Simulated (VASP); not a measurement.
# NaH in VASP: a series of runs

Runs on NaH. Level: PBE. Tasks: single point.

All numbers are computed with VASP 6.6.1; they aren't measurements. Logs are shortened: lines on timing, memory, paths and dates and some standing lists are left out, and cuts for length are marked.

## (1) The cell of the first run

The structure is cubic, space group F-43m (No. 216). The conventional cell has a = 5.194 Å, b = 5.194 Å, c = 5.194 Å, α = 90.00°, β = 90.00°, γ = 90.00°. Na (site symmetry -43m) has 4 H at 2.25 Å within 3.0 Å. Within 3.0 Å of H (site symmetry -43m) lie 4 Na at 2.25 Å.

## (2) Single point, PBE

Input file INCAR:

```
SYSTEM = NaH
PREC     = Accurate       ! precision mode
ENCUT    = 520            ! plane-wave cutoff, eV
EDIFF    = 1E-7           ! SCF threshold, eV
ISMEAR   = 0              ! smearing method
SIGMA    = 0.01           ! smearing width, eV
LREAL    = .FALSE.        ! projectors in reciprocal space
LASPH    = .TRUE.         ! aspherical terms in the spheres
NELM     = 80             ! most SCF steps
ALGO     = Normal         ! electronic algorithm
ISIF     = 2              ! what is computed and relaxed
LWAVE    = .FALSE.        ! write WAVECAR
LCHARG   = .FALSE.        ! write CHGCAR
GGA      = PE             ! functional
NBANDS   = 11             ! bands
```

Input file KPOINTS:

```
regular mesh
0
G
  6 6 6
  0 0 0
```

Input file POSCAR:

```
NaH
1.0
    0.0000000000      2.5969210561      2.5969210561
    2.5969210561      0.0000000000      2.5969210561
    2.5969210561      2.5969210561      0.0000000000
Na H
1 1
Direct
    0.0000000000      0.0000000000      0.0000000000
    0.2500000000      0.2500000000      0.2500000000
```

Potentials or basis: VASP PAW PBE potentials, release 64 (Na_pv, H).

The run is started by

```console
> cat potpaw_PBE.64/Na_pv/POTCAR potpaw_PBE.64/H/POTCAR > POTCAR
> mpirun -np 1 vasp_std > vasp.out
```

OUTCAR:

```text
SYSTEM = NaH
   PREC = Accurate
   ENCUT = 520
   EDIFF = 1E-7
   ISMEAR = 0
   LREAL = .FALSE.
   LASPH = .TRUE.
   NELM = 80
   ISIF = 2
   GGA = PE

 ion  position               nearest neighbor table
   1  0.000  0.000  0.000-
   2  0.250  0.250  0.250-

  LATTYP: Found a face centered cubic cell.
 ALAT       =     5.1938421122

  Lattice vectors:

 A1 = (   0.0000000000,   2.5969210561,   2.5969210561)
 A2 = (   2.5969210561,   0.0000000000,   2.5969210561)
 A3 = (   2.5969210561,   2.5969210561,   0.0000000000)

Analysis of symmetry for initial positions (statically):
=====================================================================
 Subroutine PRICEL returns:
 Original cell was already a primitive cell.

 Routine SETGRP: Setting up the symmetry group for a
 face centered cubic supercell.

 Subroutine GETGRP returns: Found 24 space group operations
 (whereof 24 operations were pure point group operations)
 out of a pool of 48 trial point group operations.

The static configuration has the point symmetry T_d .

Analysis of symmetry for dynamics (positions and initial velocities):
=====================================================================
 Subroutine PRICEL returns:
 Original cell was already a primitive cell.

 Routine SETGRP: Setting up the symmetry group for a
 face centered cubic supercell.

 Subroutine GETGRP returns: Found 24 space group operations
 (whereof 24 operations were pure point group operations)
 out of a pool of 48 trial point group operations.

The dynamic configuration has the point symmetry T_d .

 Subroutine INISYM returns: Found 24 space group operations
 (whereof 24 operations are pure point group operations),
 and found     1 'primitive' translations

----------------------------------------------------------------------------------------

                                     Primitive cell

  volume of cell :      35.0273

  direct lattice vectors                    reciprocal lattice vectors
     0.000000000  2.596921056  2.596921056    -0.192535695  0.192535695  0.192535695
     2.596921056  0.000000000  2.596921056     0.192535695 -0.192535695  0.192535695
     2.596921056  2.596921056  0.000000000     0.192535695  0.192535695 -0.192535695

  length of vectors
     3.672600978  3.672600978  3.672600978     0.333481606  0.333481606  0.333481606

  position of ions in fractional coordinates (direct lattice)
     0.000000000  0.000000000  0.000000000
     0.250000000  0.250000000  0.250000000

  ion indices of the primitive-cell ions
   primitive index   ion index
                 1           1
                 2           2

----------------------------------------------------------------------------------------

 KPOINTS: regular mesh

Automatic generation of k-mesh.
 Grid dimensions read from file:
 generate k-points for:    6    6    6

 Generating k-lattice:

  Cartesian coordinates                     Fractional coordinates (reciprocal lattice)
    -0.032089282  0.032089282  0.032089282     0.166666667  0.000000000  0.000000000
     0.032089282 -0.032089282  0.032089282     0.000000000  0.166666667  0.000000000
     0.032089282  0.032089282 -0.032089282     0.000000000  0.000000000  0.166666667

  Length of vectors
     0.055580268  0.055580268  0.055580268

  Shift w.r.t. Gamma in fractional coordinates (k-lattice)
     0.000000000  0.000000000  0.000000000

 Subroutine IBZKPT returns following result:
 ===========================================

 Found     16 irreducible k-points:

 Following reciprocal coordinates:
            Coordinates               Weight
  0.000000  0.000000  0.000000      1.000000
  0.166667  0.000000  0.000000      8.000000
  0.333333  0.000000  0.000000      8.000000
  0.500000  0.000000  0.000000      4.000000
  0.166667  0.166667  0.000000      6.000000
  0.333333  0.166667  0.000000     24.000000
[... 8 lines left out ...]
 -0.333333  0.333333  0.166667     24.000000
 -0.333333  0.500000  0.166667     12.000000
   k-points           NKPTS =     16   k-points in BZ     NKDIM =     16   number of bands    NBANDS=     11
   number of dos      NEDOS =    301   number of ions     NIONS =      2
   total plane-waves  NPLWV =  21952
   dimension x,y,z NGX =    28 NGY =   28 NGZ =   28
   dimension x,y,z NGXF=    56 NGYF=   56 NGZF=   56
   ions per type =               1   1
   NGX,Y,Z   is equivalent  to a cutoff of  12.67, 12.67, 12.67 a.u.
   NGXF,Y,Z  is equivalent  to a cutoff of  25.35, 25.35, 25.35 a.u.
 SYSTEM =  NaH
   PREC   = accura    normal or accurate (medium, high low for compatibility)
   ISTART =      0    job   : 0-new  1-cont  2-samecut
   ICHARG =      2    charge: 1-file 2-atom 10-const
   ISPIN  =      1    spin polarized calculation?
   LNONCOLLINEAR =      F non collinear calculations
   LSORBIT =      F    spin-orbit coupling
   LASPH  =      T    aspherical Exc in radial PAW
   ENCUT  =  520.0 eV  38.22 Ry    6.18 a.u.   6.83  6.83  6.83*2*pi/ulx,y,z
   NELM   =     80;   NELMIN=  2; NELMDL= -5     # of ELM steps
   EDIFF  = 0.1E-06   stopping-criterion for ELM
   LREAL  =      F    real-space projection
   EDIFFG = 0.1E-05   stopping-criterion for IOM
   NSW    =      0    number of steps for IOM
   IBRION =     -1    ionic relax: 0-MD 1-quasi-New 2-CG
   NFREE  =      0    steps in history (QN), initial steepest desc. (CG)
   ISIF   =      2    stress and relaxation
   ISYM   =      2    0-nonsym 1-usesym 2-fastsym
   POTIM  = 0.5000    time-step for ionic-motion
   TEBEG  =    0.0;   TEEND  =   0.0 temperature during run
   PSTRESS=    0.0 pullay stress
   NELECT =       8.0000    total number of electrons
   NUPDOWN=      -1.0000    fix difference up-down
   EMIN   =  10.00;   EMAX   =-10.00  energy-range for DOS
   EFERMI =   0.00;   METHOD = LEGACY
   ISMEAR =     0;   SIGMA  =   0.01  broadening in eV -4-tet -1-fermi 0-gaus
   EFERMI_NEDOS =   21; number of points for ismear=-14 and -15
   IALGO  =     38    algorithm
   IMIX   =      4    mixing-type and parameters
     AMIX     =   0.40;   BMIX     =  1.00
     AMIX_MAG =   1.60;   BMIX_MAG =  1.00
  volume/ion in A,a.u.               =      17.51       118.19
  Fermi-wavevector in a.u.,A,eV,Ry     =   1.000697  1.891044 13.624808  1.001395
  Thomas-Fermi vector in A             =   2.133071
   LORBIT       =      0    0 simple, 1 ext, 2 COOP (PROOUT), +10 PAW based schemes
   GGA     = PE    functional components
   LHFCALC =     F    Hartree Fock is set to
   AEXX    =    0.0000 exact exchange contribution
   IVDW    =     0    specifies the selected vdW correction
   LEPSILON=     F    determine dielectric tensor
   LRPA    =     F    only Hartree local field effects (RPA)
 non-spin polarized calculation
 Gauss-broadening in eV      SIGMA  =   0.01
  energy-cutoff  :      520.00
  volume of cell :       35.03
 maximum number of plane-waves:       960
   NGX = 13   NGY = 13   NGZ = 13

 number of electron       8.0000009 magnetization

 Free energy of the ion-electron system (eV)
  ---------------------------------------------------
  ext. energy  EPLUGINS =         0.00000000
  ---------------------------------------------------
  free energy    TOTEN  =        -4.98993668 eV

  energy without entropy =       -4.98993668  energy(sigma->0) =       -4.98993668

 E-fermi :  -1.8405     XC(G=0):  -6.8758

 val. band max:       -1.9089083518   @ k =  -0.3333   0.5000   0.1667
 cond. band min:       1.7229161437   @ k =   0.5000   0.0000   0.0000
 fundamental gap:      3.6318244955
 Fermi energy:        -1.8405243636

 k-point     1 :       0.0000    0.0000    0.0000
  band No.  band energies     occupation
      1     -23.8800      2.00000
      2     -23.8800      2.00000
      3     -23.8800      2.00000
      4      -4.7273      2.00000
      5       6.3316      0.00000
      6      11.4490      0.00000
      7      11.4490      0.00000
      8      11.4490      0.00000
      9      14.1200      0.00000
     10      14.1200      0.00000
     11      14.1200      0.00000

 k-point     2 :       0.1667    0.0000    0.0000
  band No.  band energies     occupation
      1     -23.8920      2.00000
      2     -23.8816      2.00000
      3     -23.8816      2.00000
      4      -4.3447      2.00000
      5       5.1980      0.00000
      6      10.2619      0.00000
      7      11.0646      0.00000
      8      11.0646      0.00000
      9      14.6922      0.00000
     10      14.6922      0.00000
     11      15.0759      0.00000

 k-point     3 :       0.3333    0.0000    0.0000
  band No.  band energies     occupation
      1     -23.9158      2.00000
      2     -23.8848      2.00000
      3     -23.8848      2.00000
      4      -3.3493      2.00000
      5       2.9868      0.00000
      6       9.1331      0.00000
      7      10.7312      0.00000
      8      10.7312      0.00000
      9      13.0297      0.00000
     10      13.0297      0.00000
     11      14.3718      0.00000

 k-point     4 :       0.5000    0.0000    0.0000
  band No.  band energies     occupation
      1     -23.9276      2.00000
      2     -23.8863      2.00000
      3     -23.8863      2.00000
      4      -2.5941      2.00000
      5       1.7229      0.00000
      6       8.7844      0.00000
      7      10.7087      0.00000
      8      10.7087      0.00000
      9      12.3072      0.00000
     10      12.3073      0.00000
     11      13.7993      0.00000

 k-point     5 :       0.1667    0.1667    0.0000
  band No.  band energies     occupation
      1     -23.8919      2.00000
      2     -23.8842      2.00000
      3     -23.8842      2.00000
      4      -4.2187      2.00000
      5       5.1638      0.00000
      6       9.8253      0.00000
      7       9.8253      0.00000
      8      11.5434      0.00000
      9      13.1484      0.00000
     10      13.5558      0.00000
     11      16.8078      0.00000
[... 99 lines left out ...]
 k-point    13 :       0.5000    0.5000    0.0000
  band No.  band energies     occupation
      1     -23.9259      2.00000
      2     -23.8965      2.00000
      3     -23.8965      2.00000
      4      -1.9695      2.00000
      5       3.1481      0.00000
      6       5.5642      0.00000
      7       7.8583      0.00000
      8       7.8583      0.00000
      9      10.4553      0.00000
     10      18.9896      0.00000
     11      21.4957      0.00000

 k-point    14 :       0.5000    0.3333    0.1667
  band No.  band energies     occupation
      1     -23.9158      2.00000
      2     -23.8987      2.00000
      3     -23.8902      2.00000
      4      -2.6220      2.00000
      5       3.1917      0.00000
      6       6.1474      0.00000
      7       7.5380      0.00000
      8      11.0635      0.00000
      9      13.5772      0.00000
     10      14.0083      0.00000
     11      17.2411      0.00000

 k-point    15 :      -0.3333    0.3333    0.1667
  band No.  band energies     occupation
      1     -23.9172      2.00000
      2     -23.9046      2.00000
      3     -23.8927      2.00000
      4      -2.0925      2.00000
      5       2.8788      0.00000
      6       5.2456      0.00000
      7       6.7440      0.00000
      8      11.7969      0.00000
      9      12.7517      0.00000
     10      16.1952      0.00000
     11      16.8973      0.00000

 k-point    16 :      -0.3333    0.5000    0.1667
  band No.  band energies     occupation
      1     -23.9188      2.00000
      2     -23.9035      2.00000
      3     -23.8968      2.00000
      4      -1.9089      2.00000
      5       3.6762      0.00000
      6       4.4431      0.00000
      7       5.9906      0.00000
      8      10.5117      0.00000
      9      13.3862      0.00000
     10      15.3443      0.00000
     11      18.1546      0.00000

------------------------ aborting loop because EDIFF is reached ----------------------------------------

  FORCE on cell =-STRESS in cart. coord.  units (eV):
  Direction    XX          YY          ZZ          XY          YZ          ZX
  --------------------------------------------------------------------------------------
  -------------------------------------------------------------------------------------
  Total        0.0491204      0.0491204      0.0491204     -0.0000000     -0.0000000      0.0000000
  in kB        2.2468106      2.2468106      2.2468106     -0.0000000     -0.0000000      0.0000000
  external PRESSURE =       2.2468106 kB  Pullay stress =       0.0000000 kB

 VOLUME and BASIS-vectors are now :
 -----------------------------------------------------------------------------
  energy-cutoff  :      520.00
  volume of cell :       35.03
      direct lattice vectors                 reciprocal lattice vectors
     0.000000000  2.596921056  2.596921056    -0.192535695  0.192535695  0.192535695
     2.596921056  0.000000000  2.596921056     0.192535695 -0.192535695  0.192535695
     2.596921056  2.596921056  0.000000000     0.192535695  0.192535695 -0.192535695

 POSITION                                       TOTAL-FORCE (eV/Angst)
 -----------------------------------------------------------------------------------
      0.00000      0.00000      0.00000         0.000000      0.000000      0.000000
      1.29846      1.29846      1.29846        -0.000000     -0.000000     -0.000000
 -----------------------------------------------------------------------------------
    total drift:                                0.000001      0.000001      0.000001

  FREE ENERGIE OF THE ION-ELECTRON SYSTEM (eV)
  ---------------------------------------------------
  free  energy   TOTEN  =        -4.9899366832 eV

  energy  without entropy=       -4.9899366832  energy(sigma->0) =       -4.98993668
```

It took 6.4 s on 1 thread of Intel Xeon Platinum 8375C at 2.90GHz (Ice Lake), shared host; peak memory 0.15 GiB.

Results:

```
Free energy            : -4.9899 eV
Pressure               : 0.2 GPa
Band gap on the k mesh : 3.63 eV, indirect (least direct gap 4.32 eV)
```

A k mesh can miss the band edges. Expect the measured gap to be larger: semilocal functionals such as PBE lack the derivative discontinuity.

## (3) Single point, PBE

Input file INCAR:

```
SYSTEM = NaH
PREC = Accurate
ENCUT = 520
EDIFF = 1E-7
ISMEAR = -1
SIGMA = 0.02
LREAL = .False.
LASPH = .True.
NELM = 60
ALGO = Normal
ISIF = 2
LWAVE = .False.
LCHARG = .True.
GGA = PE
LELF = .True.
LVHAR = .True.
NBANDS = 11
```

Input file KPOINTS:

```
Automatic mesh
0
Gamma
  8 8 8
  0 0 0
```

POSCAR is that of step 2.

Potentials or basis: VASP PAW PBE potentials, release 64 (Na_pv, H).

The run is started by

```console
> cat potpaw_PBE.64/Na_pv/POTCAR potpaw_PBE.64/H/POTCAR > POTCAR
> mpirun -np 1 vasp_std > vasp.out
```

Run time: 12 s. Hardware: 1 thread of Intel Xeon Platinum 8375C at 2.90GHz (Ice Lake), shared host; peak memory 0.15 GiB.

The run converged. Its results:

* Free energy: -4.9899 eV
* Pressure: 0.2 GPa
* Band gap on the k mesh: 3.61 eV, indirect (least direct gap 4.32 eV)

Levels at points of the mesh, in eV from the valence-band top:
| k point | band 1 | band 2 | band 3 | band 4 | band 5 | band 6 | band 7 | band 8 |
| --- | --- | --- | --- | --- | --- | --- | --- | --- |
| (0.00, 0.00, 0.00) | -21.99 | -21.99 | -21.99 | -2.84 | 8.22 | 13.34 | 13.34 | 13.34 |
| (0.50, 0.00, 0.00) | -22.04 | -22.00 | -22.00 | -0.71 | 3.61 | 10.67 | 12.60 | 12.60 |
| (0.50, 0.50, 0.00) | -22.04 | -22.01 | -22.01 | -0.08 | 5.04 | 7.45 | 9.75 | 9.75 |

## (4) Single point, PBE (epitaxial xy strain -1.0%)

Input file INCAR:

```
ALGO = Normal
EDIFF = 1E-7
ENCUT = 520
GGA = PE
ISIF = 2
ISMEAR = 0
LASPH = T
LCHARG = T
LELF = T
LREAL = F
LVHAR = T
LWAVE = F
NBANDS = 11
NELM = 80
PREC = Accurate
SIGMA = 0.01
```

Input file KPOINTS:

```
k-points
0
Gamma
  6 6 6
```

Input file POSCAR:

```
NaH
1.0
    0.0000000000      2.5709518455      2.6352071158
    2.5709518455      0.0000000000      2.6352071158
    2.5709518455      2.5709518455      0.0000000000
Na H
1 1
Direct
    0.0000000000      0.0000000000      0.0000000000
    0.2500000000      0.2500000000      0.2500000000
```

Potentials or basis: VASP PAW PBE potentials, release 64 (Na_pv, H).

The run is started by

```console
> cat potpaw_PBE.64/Na_pv/POTCAR potpaw_PBE.64/H/POTCAR > POTCAR
> mpirun -np 1 vasp_std > vasp.out
```

OUTCAR:

```text
EDIFF = 1E-7
   ENCUT = 520
   GGA = PE
   ISIF = 2
   ISMEAR = 0
   LASPH = T
   LREAL = F
   NELM = 80
   PREC = Accurate

 ion  position               nearest neighbor table
   1  0.000  0.000  0.000-
   2  0.250  0.250  0.250-

  LATTYP: Found a body centered tetragonal cell.
 ALAT       =     3.6358749681
 C/A-ratio  =     1.4495587109

  Lattice vectors:

 A1 = (  -2.5709518455,   0.0000000000,   2.6352071158)
[... 520 lines left out ...]
 [... further k-points ...]

------------------------ aborting loop because EDIFF is reached ----------------------------------------

  FORCE on cell =-STRESS in cart. coord.  units (eV):
  Direction    XX          YY          ZZ          XY          YZ          ZX
  --------------------------------------------------------------------------------------
  -------------------------------------------------------------------------------------
  Total        0.0799442      0.0799442      0.0498652      0.0000000      0.0000000     -0.0000000
  in kB        3.6767556      3.6767556      2.2933772      0.0000000      0.0000000     -0.0000000
  external PRESSURE =       3.2156295 kB  Pullay stress =       0.0000000 kB

 VOLUME and BASIS-vectors are now :
 -----------------------------------------------------------------------------
  energy-cutoff  :      520.00
  volume of cell :       34.84
      direct lattice vectors                 reciprocal lattice vectors
     0.000000000  2.570951846  2.635207116    -0.194480500  0.194480500  0.189738407
     2.570951846  0.000000000  2.635207116     0.194480500 -0.194480500  0.189738407
     2.570951846  2.570951846  0.000000000     0.194480500  0.194480500 -0.189738407

 POSITION                                       TOTAL-FORCE (eV/Angst)
 -----------------------------------------------------------------------------------
      0.00000      0.00000      0.00000        -0.000000     -0.000000     -0.000000
      1.28548      1.28548      1.31760         0.000000      0.000000      0.000000
 -----------------------------------------------------------------------------------
    total drift:                                0.000001      0.000001      0.000002

  FREE ENERGIE OF THE ION-ELECTRON SYSTEM (eV)
  ---------------------------------------------------
  free  energy   TOTEN  =        -4.9893128870 eV

  energy  without entropy=       -4.9893128870  energy(sigma->0) =       -4.98931289
```

stdout:

```text
POSCAR found type information on POSCAR NaH
 POSCAR found :  2 types and       2 ions
 scaLAPACK will be used
 LDA part: xc-table for (Slater+PW92), standard interpolation
 POSCAR, INCAR and KPOINTS ok, starting setup
 FFT: planning ... GRIDC
 FFT: planning ... GRID_SOFT
 FFT: planning ... GRID
 WAVECAR not read
 entering main loop
```

Wall time 11 s (1 thread of Intel Xeon Platinum 8375C at 2.90GHz (Ice Lake), shared host); peak memory 0.15 GiB.

Results:

```yaml
Free_energy: -4.9893 eV
Pressure: 0.3 GPa
Band_gap_on_the_k_mesh: 3.61 eV, indirect (least direct gap 4.32 eV)
```

Stress tensor (GPa, compression positive):
```
0.37 0.00 0.00
0.00 0.37 0.00
0.00 0.00 0.23
```

Caveat: the cell differs from its parent crystal (epitaxial xy strain -1.0%). A k mesh can miss the band edges.

## (5) The runs side by side

| cell | k mesh | smearing | gap on the mesh (eV) | pressure (GPa) |
| --- | --- | --- | --- | --- |
| a = 3.673 Å, angles 60.0°, 2 atoms | 6 × 6 × 6 | gaussian 0.01 eV | 3.63 | 0.2 |
| a = 3.673 Å, angles 60.0°, 2 atoms | 8 × 8 × 8 | fermi-dirac 0.02 eV | 3.61 | 0.2 |
| a = 3.682, b = 3.682, c = 3.636 Å, angles 60.4, 60.4, 59.2°, 2 atoms | 6 × 6 × 6 | gaussian 0.01 eV | 3.61 | 0.3 |

Alike in all rows: task single point; level PBE; potentials or basis VASP PAW PBE potentials, release 64 (Na_pv, H); no spin polarisation; cutoff (eV) 520.

Absolute energies hang on the potentials; compare differences alone.
